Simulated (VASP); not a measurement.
# Mg31O33 (a cell with a defect) in VASP: single point with PBEsol

Aim: the single point of Mg31O33 (a cell with a defect) with PBEsol.

All numbers are computed with VASP 6.6.1; they aren't measurements. Logs are shortened: lines on timing, memory, paths and dates and some standing lists are left out, and cuts for length are marked.

## Step 1: The cell of the first run

The cell holds a defect, 64 atoms: a = 8.429 Å, b = 8.429 Å, c = 8.429 Å, α = 90.00°, β = 90.00°, γ = 90.00°.

## Step 2: Single point, PBEsol, collinear spin

The input, INCAR:

```
SYSTEM = Mg31O33
PREC = Accurate ; ENCUT = 520
EDIFF = 1E-6 ; ISMEAR = -1
SIGMA = 0.05 ; LREAL = Auto
LASPH = .TRUE. ; NELM = 150
ALGO = Normal ; ISIF = 2
LWAVE = .FALSE. ; LCHARG = .FALSE.
ISPIN = 2 ; MAGMOM = 0 0 0 0.286 0 0 0 0.286 0 0 0 0 0 0.286 0 0.286 0 0 0 0 0 0 0.286 0.286 0.286 0 0 0 0 0 0 0 0 0 0 0 0 0 0 0 0 0 0 0 0 0 0 0 0 0 0 0 0 0 0 0 0 0 0 0 0 0 0 0
LORBIT = 11 ; GGA = PS
NBANDS = 172 ; ISYM = 0
```

The input, KPOINTS:

```
Automatic mesh
0
Gamma
  1 1 1
  0.25 0.25 0.25
```

The input, POSCAR:

```
Mg31O33
1.0
    8.4288080000      0.0000000000      0.0000000000
    0.0000000000      8.4288080000      0.0000000000
    0.0000000000      0.0000000000      8.4288080000
O Mg
33 31
Direct
    0.2500640000      0.9999670000      0.0006200000
    0.2479990000      0.9999630000      0.5006530000
    0.2480000000      0.5000110000      0.0005840000
    0.2656500000      0.5004290000      0.5012140000
    0.7519330000      0.9999770000      0.0006320000
    0.7530360000      0.9999390000      0.5006290000
    0.7530390000      0.4999790000      0.0005770000
    0.7590360000      0.4999890000      0.5006510000
    0.0017010000      0.2502550000      0.0006310000
    0.0061450000      0.2529210000      0.5006170000
    0.0017350000      0.7497040000      0.0006290000
    0.0060590000      0.7469900000      0.5006240000
    0.5004160000      0.2486870000      0.0005530000
    0.4986840000      0.2350660000      0.5005750000
    0.5004390000      0.7513180000      0.0005920000
    0.4989790000      0.7648300000      0.5007160000
    0.0017060000      0.9999750000      0.2509020000
    0.0017320000      0.9999730000      0.7503500000
    0.0061510000      0.4999620000      0.2535700000
    0.0060540000      0.4999680000      0.7476380000
    0.5004180000      0.9999130000      0.2493310000
    0.5004380000      0.9999540000      0.7519650000
    0.4986840000      0.4999030000      0.2356880000
    0.4989810000      0.5000520000      0.7654540000
    0.4281910000      0.5006830000      0.5013290000
    0.2514770000      0.2521520000      0.2527920000
    0.2514840000      0.2521680000      0.7485530000
    0.2514880000      0.7479010000      0.2528160000
    0.2515810000      0.7477650000      0.7484080000
    0.7511130000      0.2507200000      0.2513630000
    0.7510940000      0.2506940000      0.7498650000
    0.7511020000      0.7492150000      0.2513400000
    0.7511550000      0.7492760000      0.7499180000
    0.9998590000      0.9999850000      0.0006300000
    0.9982250000      0.9999140000      0.5006110000
    0.9982270000      0.4999560000      0.0005670000
    0.9895600000      0.4999500000      0.5005950000
    0.5022890000      0.0000210000      0.0006670000
    0.5036480000      0.0001300000      0.5006290000
    0.5036560000      0.4999780000      0.0007630000
    0.2519980000      0.2485450000      0.0006610000
    0.2534090000      0.2377780000      0.5006340000
    0.2519810000      0.7514550000      0.0006520000
    0.2531880000      0.7623070000      0.5006320000
    0.7501270000      0.2506510000      0.0006320000
    0.7444540000      0.2562900000      0.5006020000
    0.7501920000      0.7492970000      0.0006240000
    0.7448540000      0.7436650000      0.5006170000
    0.2520000000      0.0000170000      0.2491910000
    0.2519790000      0.0000180000      0.7520970000
    0.2534310000      0.4999910000      0.2383890000
    0.2531770000      0.4999820000      0.7629250000
    0.7501310000      0.9999860000      0.2512990000
    0.7501890000      0.9999800000      0.7499480000
    0.7444560000      0.4999490000      0.2569410000
    0.7448470000      0.4999650000      0.7443070000
    0.0006040000      0.2507230000      0.2513780000
    0.0006100000      0.2507510000      0.7498550000
    0.0006130000      0.7491990000      0.2514050000
    0.0006140000      0.7491720000      0.7498270000
    0.5013140000      0.2533260000      0.2540010000
    0.5013660000      0.2531270000      0.7473090000
    0.5013720000      0.7466550000      0.2537780000
    0.5014450000      0.7468870000      0.7475520000
```

Potentials or basis: VASP PAW PBE potentials, release 64 (O, Mg).

Command:

```
> cat potpaw_PBE.64/O/POTCAR potpaw_PBE.64/Mg/POTCAR > POTCAR
> mpirun -np 1 vasp_std > vasp.out
```

OUTCAR:

```text
SYSTEM = Mg31O33
   PREC = Accurate
   ENCUT = 520
   EDIFF = 1E-6
   ISMEAR = -1
   LREAL = Auto
   LASPH = .TRUE.
   NELM = 150
   ISIF = 2
   ISPIN = 2
   LORBIT = 11
   GGA = PS
   ISYM = 0

 ion  position               nearest neighbor table
   1  0.250  1.000  0.001-  43 2.09  50 2.09  49 2.10  41 2.10  34 2.11  38 2.13
   2  0.248  1.000  0.501-  44 2.00  42 2.01  35 2.11  50 2.12  49 2.12  39 2.15
   3  0.248  0.500  0.001-  52 2.00  51 2.00  36 2.11  43 2.12  41 2.12  40 2.15
   4  0.266  0.500  0.501-  25 1.37  52 2.21  44 2.21  42 2.22  51 2.22  37 2.33
   5  0.752  1.000  0.001-  34 2.09  38 2.10  53 2.11  45 2.11  47 2.11  54 2.11
   6  0.753  1.000  0.501-  35 2.07  54 2.10  53 2.10  39 2.10  48 2.16  46 2.16
   7  0.753  0.500  0.001-  36 2.07  47 2.10  45 2.10  40 2.10  56 2.16  55 2.16
   8  0.759  0.500  0.501-  37 1.94  56 2.06  48 2.06  46 2.06  55 2.06
   9  0.002  0.250  0.001-  36 2.10  34 2.11  41 2.11  57 2.11  58 2.11  45 2.12
  10  0.006  0.253  0.501-  37 2.09  42 2.09  58 2.10  57 2.10  35 2.13  46 2.21
  11  0.002  0.750  0.001-  36 2.11  43 2.11  34 2.11  59 2.11  60 2.11  47 2.12
  12  0.006  0.747  0.501-  37 2.09  44 2.09  60 2.10  59 2.10  35 2.13  48 2.20
  13  0.500  0.249  0.001-  41 2.09  38 2.10  45 2.10  40 2.12  62 2.13  61 2.14
  14  0.499  0.235  0.501-  39 1.98  42 2.07  46 2.08  61 2.08  62 2.09
  15  0.500  0.751  0.001-  43 2.09  38 2.10  47 2.11  40 2.12  64 2.13  63 2.13
  16  0.499  0.765  0.501-  39 1.98  44 2.07  48 2.08  64 2.09  63 2.09
  17  0.002  1.000  0.251-  35 2.10  34 2.11  49 2.11  57 2.11  59 2.11  53 2.12
[... 64 lines left out ...]
  58  0.001  0.251  0.750-  20 2.10  10 2.10  31 2.10   9 2.11  18 2.11  27 2.11  37 2.97  36 2.98
                            35 2.98  54 2.99  45 2.99  34 2.99  50 2.99  52 2.99  41 2.99  42 2.99
  59  0.001  0.749  0.251-  12 2.10  19 2.10  32 2.10  17 2.11  11 2.11  28 2.11  37 2.97  35 2.98
                            36 2.98  47 2.99  53 2.99  34 2.99  43 2.99  44 2.99  49 2.99  51 2.99
  60  0.001  0.749  0.750-  12 2.10  20 2.10  33 2.10  18 2.11  11 2.11  29 2.12  37 2.97  36 2.98
                            35 2.98  47 2.99  54 2.99  34 2.99  52 2.99  44 2.99  43 2.99  50 2.99
  61  0.501  0.253  0.254-  14 2.08  23 2.08  30 2.11  26 2.11  21 2.14  13 2.14  46 2.92  55 2.92
                            42 2.95  51 2.95  39 2.98  40 2.98  53 2.99  45 2.99  49 3.00  41 3.00
  62  0.501  0.253  0.747-  14 2.09  24 2.09  31 2.11  27 2.11  22 2.13  13 2.13  46 2.92  56 2.92
                            42 2.95  52 2.95  39 2.98  40 2.98  54 2.99  45 2.99  50 3.00  41 3.00
  63  0.501  0.747  0.254-  23 2.09  16 2.09  32 2.11  28 2.11  15 2.13  21 2.14  55 2.92  48 2.92
                            51 2.95  44 2.95  40 2.98  39 2.98  47 2.99  53 2.99  43 3.00  49 3.00
  64  0.501  0.747  0.748-  24 2.09  16 2.09  33 2.10  29 2.11  15 2.13  22 2.13  56 2.92  48 2.92
                            52 2.95  44 2.95  40 2.98  39 2.98  47 2.99  54 2.99  43 3.00  50 3.00

IMPORTANT INFORMATION: All symmetrisations will be switched off!
NOSYMM: (Re-)initialisation of all symmetry stuff for point group C_1.

----------------------------------------------------------------------------------------

                                     Primitive cell

  volume of cell :     598.8230

  direct lattice vectors                    reciprocal lattice vectors
     8.428808000  0.000000000  0.000000000     0.118640738  0.000000000  0.000000000
[... 252 lines left out ...]
      5     -13.5680      1.00000
      6     -13.3572      1.00000
[... 569 lines left out ...]
    141      11.4690      0.00000
    142      11.5832      0.00000
 Fermi energy:         3.5816947156

 spin component 2

 k-point     1 :       0.2500    0.2500    0.2500
  band No.  band energies     occupation
      1     -20.1890      1.00000
      2     -13.9891      1.00000
      3     -13.6677      1.00000
      4     -13.6126      1.00000
      5     -13.5438      1.00000
      6     -13.3190      1.00000
[... 569 lines left out ...]
    141      11.4897      0.00000
    142      11.6030      0.00000
 [bands above 142 left out]

------------------------ aborting loop because EDIFF is reached ----------------------------------------

  FORCE on cell =-STRESS in cart. coord.  units (eV):
  Direction    XX          YY          ZZ          XY          YZ          ZX
  --------------------------------------------------------------------------------------
  -------------------------------------------------------------------------------------
  Total        0.4619086      4.1432498      4.1425824     -0.0093096      0.0002573     -0.0175306
  in kB        1.2358567     11.0854471     11.0836615     -0.0249081      0.0006884     -0.0469040
  external PRESSURE =       7.8016551 kB  Pullay stress =       0.0000000 kB

 VOLUME and BASIS-vectors are now :
 -----------------------------------------------------------------------------
  energy-cutoff  :      520.00
  volume of cell :      598.82
      direct lattice vectors                 reciprocal lattice vectors
     8.428808000  0.000000000  0.000000000     0.118640738  0.000000000  0.000000000
     0.000000000  8.428808000  0.000000000     0.000000000  0.118640738  0.000000000
     0.000000000  0.000000000  8.428808000     0.000000000  0.000000000  0.118640738

 POSITION                                       TOTAL-FORCE (eV/Angst)
 -----------------------------------------------------------------------------------
      2.10774      8.42853      0.00523         0.002757      0.002689      0.006379
      2.09034      8.42850      4.21991        -0.004754      0.003296      0.001728
      2.09034      4.21450      0.00492        -0.005765     -0.000555      0.006462
      2.23911      4.21802      4.22464        -0.457108     -0.016553     -0.019595
      6.33790      8.42861      0.00533         0.004419      0.000679      0.002780
      6.34720      8.42829      4.21971        -0.003362      0.001957     -0.001432
[... 56 lines left out ...]
      4.22597      6.29341      2.13905         0.003263      0.006646      0.005734
      4.22658      6.29537      6.30097        -0.000066     -0.003753     -0.007057
 -----------------------------------------------------------------------------------
    total drift:                                0.000673     -0.006771      0.037205

  FREE ENERGIE OF THE ION-ELECTRON SYSTEM (eV)
  ---------------------------------------------------
  free  energy   TOTEN  =      -394.5608755200 eV

  energy  without entropy=     -394.5608058846  energy(sigma->0) =     -394.56084070

 total charge

# of ion       s       p       d       tot
------------------------------------------
    1        1.537   3.543   0.000   5.080
    2        1.539   3.560   0.000   5.099
    3        1.539   3.560   0.000   5.099
    4        1.568   3.444   0.000   5.012
    5        1.537   3.539   0.000   5.077
    6        1.538   3.532   0.000   5.070
[... 56 lines left out ...]
   63        0.149   0.179   0.078   0.406
   64        0.149   0.179   0.079   0.406
--------------------------------------------------
tot         55.597 121.734   2.487 179.818

 magnetization (x)

# of ion       s       p       d       tot
------------------------------------------
    1       -0.000   0.001   0.000   0.001
    2        0.000   0.003   0.000   0.003
    3        0.000   0.003   0.000   0.003
    4        0.002   0.146   0.000   0.149
    5       -0.000   0.000   0.000   0.000
    6        0.000   0.014   0.000   0.014
[... 56 lines left out ...]
   63       -0.000  -0.001  -0.000  -0.001
   64       -0.000  -0.001  -0.000  -0.001
--------------------------------------------------
tot          0.035   1.710   0.006   1.752
```

It took 52 min on 1 thread of Oxide Virtual Turin-like, shared host; peak memory 1 GiB.

What came out:

| Item | Value |
| --- | --- |
| Free energy | -394.5609 eV |
| Pressure | 0.8 GPa |
| Largest force | 0.464 eV/Å |
| Band gap on the k mesh | 1.00 eV |
| Net moment | 2.00 μB per cell |
| Site moments | O +0.00, +0.15, +0.01, -0.00, +0.16, +0.85 (each value once); Mg +0.00, -0.00, +0.01 (each value once) μB |
| Valence electrons inside the program's atomic spheres | O 5.08, 5.10, 5.01, 5.07, 5.09, 5.06, 5.05, 4.74 (each value once); Mg 0.41, 0.44, 0.45, 0.42, 0.40 (each value once) |

Forces on the atoms (eV/Å):
```
O    0.003  0.003  0.006
O   -0.005  0.003  0.002
O   -0.006 -0.001  0.006
O   -0.457 -0.017 -0.020
O    0.004  0.001  0.003
O   -0.003  0.002 -0.001
O   -0.003  0.000  0.002
O   -0.008 -0.001 -0.004
O    0.005  0.001  0.000
O   -0.001  0.005  0.001
O    0.005 -0.002  0.000
O   -0.003  0.000  0.000
O    0.002 -0.005  0.008
O    0.003  0.015  0.008
O    0.002  0.002  0.007
O   -0.012  0.000 -0.006
O    0.005 -0.001  0.002
O    0.006 -0.001  0.001
O   -0.002  0.002  0.004
O   -0.002  0.001  0.001
O    0.004  0.003 -0.005
O    0.002  0.002  0.002
O    0.003  0.007  0.018
O   -0.015 -0.006  0.003
O    0.464 -0.006 -0.007
O    0.005  0.006  0.005
O    0.006  0.001 -0.011
O    0.006 -0.011  0.003
O   -0.005  0.006  0.003
O   -0.001  0.000  0.003
O    0.007  0.000  0.000
O    0.005 -0.003  0.001
O    0.009 -0.002  0.001
Mg  -0.001 -0.001 -0.001
Mg   0.010  0.011  0.000
Mg   0.010  0.002  0.009
Mg   0.003 -0.005 -0.005
Mg   0.001  0.000 -0.002
Mg  -0.016 -0.020 -0.003
Mg  -0.016 -0.001 -0.022
Mg  -0.004  0.007 -0.004
Mg  -0.014 -0.006  0.001
Mg  -0.005 -0.008 -0.005
Mg   0.008  0.005  0.002
Mg   0.002 -0.003 -0.002
Mg   0.014  0.012  0.002
Mg   0.002  0.005  0.000
Mg  -0.007 -0.007  0.001
Mg  -0.004 -0.002  0.005
Mg  -0.004 -0.004 -0.009
Mg  -0.016  0.001 -0.005
Mg   0.007  0.003  0.008
Mg   0.001 -0.001 -0.005
Mg   0.001  0.000  0.004
Mg   0.014  0.002  0.012
Mg  -0.006  0.002 -0.007
Mg  -0.004  0.003  0.002
Mg  -0.003 -0.005 -0.004
Mg  -0.004 -0.002 -0.008
Mg   0.000  0.006  0.006
Mg   0.004 -0.007 -0.011
Mg   0.003  0.006  0.007
Mg   0.003  0.007  0.006
Mg   0.000 -0.004 -0.007
```

Caveat: the PAW data sets were made with another functional, which shifts forces and pressure a little.
